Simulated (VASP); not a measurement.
# TiTe2 (P-3m1) in VASP: a series of runs

The runs below take TiTe2 through single point, with r2SCAN-based global hybrid, PBEsol.

Everything below comes from runs of VASP 6.6.1. Logs are shortened: lines on timing, memory, paths and dates and some standing lists are left out, and cuts for length are marked.

## (1) The cell of the first run

The structure is trigonal, space group P-3m1 (No. 164). Conventional cell: a = 3.777 Å, b = 3.777 Å, c = 6.498 Å, α = 90.00°, β = 90.00°, γ = 120.00°. Within 3.7 Å of Te (site symmetry 3m) lie 3 Ti at 2.77 Å. Ti (site symmetry -3m) has 6 Te at 2.77 Å within 3.7 Å.

## (2) Single point, r2SCAN-based global hybrid

The input, POSCAR:

```
TiTe2
1.0
    3.7770000000      0.0000000000      0.0000000000
   -1.8885000000      3.2709779501      0.0000000000
    0.0000000000      0.0000000000      6.4980000000
Te Ti
2 1
Direct
    0.3333333333      0.6666666667      0.7372000000
    0.6666666667      0.3333333333      0.2628000000
    0.0000000000      0.0000000000      0.0000000000
```

The input, INCAR.step1:

```
SYSTEM = TiTe2
ALGO = Normal
EDIFF = 1E-5
ENCUT = 520
GGA = PE
ISIF = 2
ISMEAR = -1
LASPH = .True.
LREAL = .False.
LUSENCCL = .False.
LWAVE = .True.
NBANDS = 19
NELM = 100
PREC = Accurate
SIGMA = 0.05
```

The input, INCAR.step2:

```
SYSTEM = TiTe2
AEXX = 0.35
ALGO = Normal
EDIFF = 1E-6
ENCUT = 520
ISIF = 2
ISMEAR = -1
ISTART = 1
LASPH = .True.
LCHARG = .True.
LELF = .True.
LHFCALC = .True.
LMIXTAU = .True.
LREAL = .False.
LUSENCCL = .False.
LVHAR = .True.
LWAVE = .False.
METAGGA = R2SCAN
NBANDS = 19
NELM = 100
PREC = Accurate
PRECFOCK = Normal
SIGMA = 0.05
```

The input, KPOINTS:

```
k-points
0
Gamma
  5 5 3
  0 0 0
```

Potentials or basis: VASP PAW PBE potentials, release 64 (Te, Ti_sv).

Started as:

```sh
cat potpaw_PBE.64/Te/POTCAR potpaw_PBE.64/Ti_sv/POTCAR > POTCAR
cp INCAR.step1 INCAR
mpirun -np 1 vasp_std > vasp.out
cp INCAR.step2 INCAR
mpirun -np 1 vasp_std > vasp.out
```

OUTCAR:

```text
SYSTEM = TiTe2
   AEXX = 0.35
   EDIFF = 1E-6
   ENCUT = 520
   ISIF = 2
   ISMEAR = -1
   ISTART = 1
   LASPH = .True.
   LHFCALC = .True.
   LREAL = .False.
   METAGGA = R2SCAN
   NELM = 100
   PREC = Accurate
   PRECFOCK = Normal

 ion  position               nearest neighbor table
   1  0.333  0.667  0.737-   3 2.77   3 2.77   3 2.77
   2  0.667  0.333  0.263-   3 2.77   3 2.77   3 2.77
   3  0.000  0.000  0.000-   1 2.77   2 2.77   2 2.77   1 2.77   2 2.77   1 2.77

  LATTYP: Found a hexagonal cell.
 ALAT       =     3.7770000000
 C/A-ratio  =     1.7204130262

  Lattice vectors:

 A1 = (   3.7770000000,   0.0000000000,   0.0000000000)
 A2 = (  -1.8885000000,   3.2709779501,   0.0000000000)
 A3 = (   0.0000000000,   0.0000000000,   6.4980000000)

Analysis of symmetry for initial positions (statically):
=====================================================================
 Subroutine PRICEL returns:
 Original cell was already a primitive cell.

 Routine SETGRP: Setting up the symmetry group for a
 hexagonal supercell.

 Subroutine GETGRP returns: Found 12 space group operations
 (whereof 12 operations were pure point group operations)
 out of a pool of 24 trial point group operations.

The static configuration has the point symmetry D_3d.

Analysis of symmetry for dynamics (positions and initial velocities):
=====================================================================
 Subroutine PRICEL returns:
 Original cell was already a primitive cell.

 Routine SETGRP: Setting up the symmetry group for a
 hexagonal supercell.

 Subroutine GETGRP returns: Found 12 space group operations
 (whereof 12 operations were pure point group operations)
 out of a pool of 24 trial point group operations.

The dynamic configuration has the point symmetry D_3d.

 Subroutine INISYM returns: Found 12 space group operations
 (whereof 12 operations are pure point group operations),
 and found     1 'primitive' translations

----------------------------------------------------------------------------------------

                                     Primitive cell

  volume of cell :      80.2794

  direct lattice vectors                    reciprocal lattice vectors
     3.777000000  0.000000000  0.000000000     0.264760392  0.152859484 -0.000000000
    -1.888500000  3.270977950  0.000000000     0.000000000  0.305718967  0.000000000
     0.000000000  0.000000000  6.498000000     0.000000000 -0.000000000  0.153893506

  length of vectors
     3.777000000  3.777000000  6.498000000     0.305718967  0.305718967  0.153893506

  position of ions in fractional coordinates (direct lattice)
     0.333333333  0.666666667  0.737200000
     0.666666667  0.333333333  0.262800000
     0.000000000  0.000000000  0.000000000

  ion indices of the primitive-cell ions
   primitive index   ion index
                 1           1
                 2           2
                 3           3

----------------------------------------------------------------------------------------

 KPOINTS: k-points

Automatic generation of k-mesh.
 Grid dimensions read from file:
 generate k-points for:    5    5    3

 Generating k-lattice:

  Cartesian coordinates                     Fractional coordinates (reciprocal lattice)
     0.052952078  0.030571897 -0.000000000     0.200000000  0.000000000  0.000000000
     0.000000000  0.061143793  0.000000000     0.000000000  0.200000000  0.000000000
     0.000000000 -0.000000000  0.051297835     0.000000000  0.000000000  0.333333333

  Length of vectors
     0.061143793  0.061143793  0.051297835

  Shift w.r.t. Gamma in fractional coordinates (k-lattice)
     0.000000000  0.000000000  0.000000000

 Subroutine IBZKPT returns following result:
 ===========================================

 Found     12 irreducible k-points:

 Following reciprocal coordinates:
            Coordinates               Weight
  0.000000  0.000000  0.000000      1.000000
  0.200000  0.000000  0.000000      6.000000
  0.400000  0.000000  0.000000      6.000000
  0.200000  0.200000  0.000000      6.000000
  0.400000  0.200000  0.000000      6.000000
  0.000000  0.000000  0.333333      2.000000
  0.200000  0.000000  0.333333      6.000000
  0.000000  0.200000  0.333333      6.000000
  0.400000  0.000000  0.333333      6.000000
  0.000000  0.400000  0.333333      6.000000
  0.200000  0.200000  0.333333     12.000000
  0.400000  0.200000  0.333333     12.000000
   k-points           NKPTS =     12   k-points in BZ     NKDIM =     75   number of bands    NBANDS=     19
   number of dos      NEDOS =    301   number of ions     NIONS =      3
   total plane-waves  NPLWV =  37632
   dimension x,y,z NGX =    28 NGY =   28 NGZ =   48
   dimension x,y,z NGXF=    56 NGYF=   56 NGZF=   96
   ions per type =               2   1
   NGX,Y,Z   is equivalent  to a cutoff of  12.32, 12.32, 12.28 a.u.
   NGXF,Y,Z  is equivalent  to a cutoff of  24.65, 24.65, 24.56 a.u.
 SYSTEM =  TiTe2
   PREC   = accura    normal or accurate (medium, high low for compatibility)
   ISTART =      1    job   : 0-new  1-cont  2-samecut
   ICHARG =      0    charge: 1-file 2-atom 10-const
   ISPIN  =      1    spin polarized calculation?
   LNONCOLLINEAR =      F non collinear calculations
   LSORBIT =      F    spin-orbit coupling
   LASPH  =      T    aspherical Exc in radial PAW
   ENCUT  =  520.0 eV  38.22 Ry    6.18 a.u.   7.02  7.02 12.08*2*pi/ulx,y,z
   NELM   =    100;   NELMIN=  2; NELMDL=  0     # of ELM steps
   EDIFF  = 0.1E-05   stopping-criterion for ELM
   LREAL  =      F    real-space projection
   EDIFFG = 0.1E-04   stopping-criterion for IOM
   NSW    =      0    number of steps for IOM
   IBRION =     -1    ionic relax: 0-MD 1-quasi-New 2-CG
   NFREE  =      0    steps in history (QN), initial steepest desc. (CG)
   ISIF   =      2    stress and relaxation
   ISYM   =      3    0-nonsym 1-usesym 2-fastsym
   POTIM  = 0.5000    time-step for ionic-motion
   TEBEG  =    0.0;   TEEND  =   0.0 temperature during run
   PSTRESS=    0.0 pullay stress
   NELECT =      24.0000    total number of electrons
   NUPDOWN=      -1.0000    fix difference up-down
   EMIN   =  10.00;   EMAX   =-10.00  energy-range for DOS
   EFERMI =   0.00;   METHOD = LEGACY
   ISMEAR =    -1;   SIGMA  =   0.05  broadening in eV -4-tet -1-fermi 0-gaus
   EFERMI_NEDOS =   21; number of points for ismear=-14 and -15
   IALGO  =     38    algorithm
   IMIX   =      1    mixing-type and parameters
     AMIX     =   0.40;   BMIX     =  1.00
     AMIX_MAG =   1.60;   BMIX_MAG =  1.00
  volume/ion in A,a.u.               =      26.76       180.58
  Fermi-wavevector in a.u.,A,eV,Ry     =   1.094655  2.068597 16.303438  1.198269
  Thomas-Fermi vector in A             =   2.230964
   LORBIT       =      0    0 simple, 1 ext, 2 COOP (PROOUT), +10 PAW based schemes
   METAGGA = R2SCAN    functional components
   LHFCALC =     T    Hartree Fock is set to
   PRECFOCK=normal    Normal, Fast or Accurate (Low or Medium for compatibility)
   ENCUT4O =  -1.0   cutoff for four orbital integrals eV
   NKREDX  =     1    reduce k-point grid by
   NKREDY  =     1    reduce k-point grid by
   NKREDZ  =     1    reduce k-point grid by
   AEXX    =    0.3500 exact exchange contribution
   HFSCREEN=    0.0000 screening length (either q_TF or 0.3 A-1)
   HFSCREENC=   0.0000 screening length for correlation (either q_TF or 0.3 A-1)
   ENCUTFOCK=  -1.0 apply spherical cutoff to Coloumb kernel
   IVDW    =     0    specifies the selected vdW correction
   LEPSILON=     F    determine dielectric tensor
   LRPA    =     F    only Hartree local field effects (RPA)
 non-spin polarized calculation
  energy-cutoff  :      520.00
  volume of cell :       80.28
 maximum number of plane-waves:      2172
  NGX = 24; NGY = 24; NGZ = 40

 number of electron      23.9999998 magnetization

 Free energy of the ion-electron system (eV)
  ---------------------------------------------------
  ext. energy  EPLUGINS =         0.00000000
  ---------------------------------------------------
  free energy    TOTEN  =       -57.29020599 eV

  energy without entropy =      -57.29017498  energy(sigma->0) =      -57.29019049

 E-fermi :   7.1348     XC(G=0):  -7.2014

 val. band max:        6.7079542619   @ k =   0.4000   0.0000   0.3333
 cond. band min:       7.5786705475   @ k =   0.0000   0.4000   0.3333
 fundamental gap:      0.8707162856
 Fermi energy:         7.1347762869

 k-point     1 :       0.0000    0.0000    0.0000
  band No.  band energies     occupation
      1     -59.9971      2.00000
      2     -33.3497      2.00000
      3     -33.3497      2.00000
      4     -33.3319      2.00000
      5      -8.6915      2.00000
      6      -6.8589      2.00000
[... 11 lines left out ...]
     18      13.0326      0.00000
     19      13.9685      0.00000

 k-point     2 :       0.2000    0.0000    0.0000
  band No.  band energies     occupation
      1     -59.9956      2.00000
      2     -33.3706      2.00000
      3     -33.3551      2.00000
      4     -33.3292      2.00000
      5      -8.1775      2.00000
      6      -6.6132      2.00000
[... 11 lines left out ...]
     18      14.0785      0.00000
     19      15.1439      0.00000

 k-point     3 :       0.4000    0.0000    0.0000
  band No.  band energies     occupation
      1     -59.9932      2.00000
      2     -33.4048      2.00000
      3     -33.3634      2.00000
      4     -33.3245      2.00000
      5      -6.9616      2.00000
      6      -6.2651      2.00000
[... 11 lines left out ...]
     18      13.5145      0.00000
     19      13.7821      0.00000

 k-point     4 :       0.2000    0.2000    0.0000
  band No.  band energies     occupation
      1     -59.9937      2.00000
      2     -33.3929      2.00000
      3     -33.3673      2.00000
      4     -33.3256      2.00000
      5      -7.2973      2.00000
      6      -6.2824      2.00000
[... 143 lines left out ...]
     18      12.1598      0.00000
     19      13.5663      0.00000

 k-point    11 :       0.2000    0.2000    0.3333
  band No.  band energies     occupation
      1     -59.9937      2.00000
      2     -33.3930      2.00000
      3     -33.3673      2.00000
      4     -33.3253      2.00000
      5      -7.0739      2.00000
      6      -6.5702      2.00000
[... 11 lines left out ...]
     18      13.9991      0.00000
     19      14.5682      0.00000

 k-point    12 :       0.4000    0.2000    0.3333
  band No.  band energies     occupation
      1     -59.9925      2.00000
      2     -33.4033      2.00000
      3     -33.3780      2.00000
      4     -33.3227      2.00000
      5      -6.3887      2.00000
      6      -6.2069      2.00000
[... 11 lines left out ...]
     18      13.0649      0.00000
     19      14.4311      0.00000

------------------------ aborting loop because EDIFF is reached ----------------------------------------

  FORCE on cell =-STRESS in cart. coord.  units (eV):
  Direction    XX          YY          ZZ          XY          YZ          ZX
  --------------------------------------------------------------------------------------
  -------------------------------------------------------------------------------------
  Total       -0.5951415     -0.5951415     -0.4341979     -0.0000000     -0.0000000      0.0000000
  in kB      -11.8775405    -11.8775405     -8.6655079     -0.0000000     -0.0000000      0.0000000
  external PRESSURE =     -10.8068630 kB  Pullay stress =       0.0000000 kB

 VOLUME and BASIS-vectors are now :
 -----------------------------------------------------------------------------
  energy-cutoff  :      520.00
  volume of cell :       80.28
      direct lattice vectors                 reciprocal lattice vectors
     3.777000000  0.000000000  0.000000000     0.264760392  0.152859484 -0.000000000
    -1.888500000  3.270977950  0.000000000     0.000000000  0.305718967  0.000000000
     0.000000000  0.000000000  6.498000000     0.000000000 -0.000000000  0.153893506

 POSITION                                       TOTAL-FORCE (eV/Angst)
 -----------------------------------------------------------------------------------
     -0.00000      2.18065      4.79033         0.000000      0.000000      0.578797
      1.88850      1.09033      1.70767         0.000000     -0.000000     -0.578797
      0.00000      0.00000      0.00000        -0.000000      0.000000      0.000000
 -----------------------------------------------------------------------------------
    total drift:                                0.000000     -0.000000      0.000000

  FREE ENERGIE OF THE ION-ELECTRON SYSTEM (eV)
  ---------------------------------------------------
  free  energy   TOTEN  =       -57.2902059908 eV

  energy  without entropy=      -57.2901749844  energy(sigma->0) =      -57.29019049
```

Wall time 21 min (1 × NVIDIA H100 80GB with 1 thread of AMD EPYC 7R13 (Zen 3), shared host); peak memory 1.2 GiB.

Results:

```
Free energy            : -57.2902 eV
Pressure               : -1.1 GPa
Largest force          : 0.579 eV/Å
Band gap on the k mesh : zero (band 12 reaches 8.03 eV, above the bottom of band 13 at 6.71 eV)
```

Forces on the atoms (eV/Å):
```
Te   0.000  0.000  0.579
Te   0.000  0.000 -0.579
Ti   0.000  0.000  0.000
```

Caveat: the k points lie up to 0.38 Å⁻¹ apart; the PAW data sets were made with another functional, which shifts forces and pressure a little; spin-orbit coupling is left out, which moves the levels of the heavy elements.

## (3) Single point, PBEsol, non-collinear spin, zero start, spin-orbit coupling

The input, INCAR:

```
ALGO = Normal ; EDIFF = 1E-7
ENCUT = 520 ; GGA = PS
GGA_COMPAT = F ; ISIF = 2
ISMEAR = -1 ; LASPH = T
LCHARG = F ; LMAXMIX = 4
LORBIT = 11 ; LORBMOM = T
LREAL = F ; LSORBIT = T
LWAVE = F ; MAGMOM = 0 0 0 0 0 0 0 0 0
NBANDS = 37 ; NELM = 150
PREC = Accurate ; SIGMA = 0.05
```

The input, KPOINTS:

```
k-points
0
Gamma
  8 8 4
```

POSCAR is that of step 2.

Potentials or basis: VASP PAW PBE potentials, release 64 (Te, Ti_sv).

Started as:

```sh
cat potpaw_PBE.64/Te/POTCAR potpaw_PBE.64/Ti_sv/POTCAR > POTCAR
mpirun -np 1 vasp_ncl > vasp.out
```

It took 7.3 min on 1 thread of Oxide Virtual Turin-like, shared host; peak memory 0.4 GiB.

The run converged. Its results:

```
Free energy                                           : -17.7389 eV
Pressure                                              : -2.1 GPa
Largest force                                         : 0.097 eV/Å
Net moment                                            : 0.00 μB per cell
Valence electrons inside the program's atomic spheres : Te 3.41; Ti 10.17
```

Forces on the atoms (eV/Å):
```
Te   0.000  0.000  0.097
Te   0.000  0.000 -0.097
Ti   0.000  0.000  0.000
```

Stress tensor (GPa, compression positive):
```
-2.36  0.00  0.00
 0.00 -2.36  0.00
 0.00  0.00 -1.64
```

Moments on the atoms (μB; x, y, z):
```
Te  0.00 0.00 0.00
Te  0.00 0.00 0.00
Ti  0.00 0.00 0.00
```

Caveat: the PAW data sets were made with another functional, which shifts forces and pressure a little; this functional lacks dispersion, which binds the layers, so the pressure and a relaxed spacing across them are unreliable.
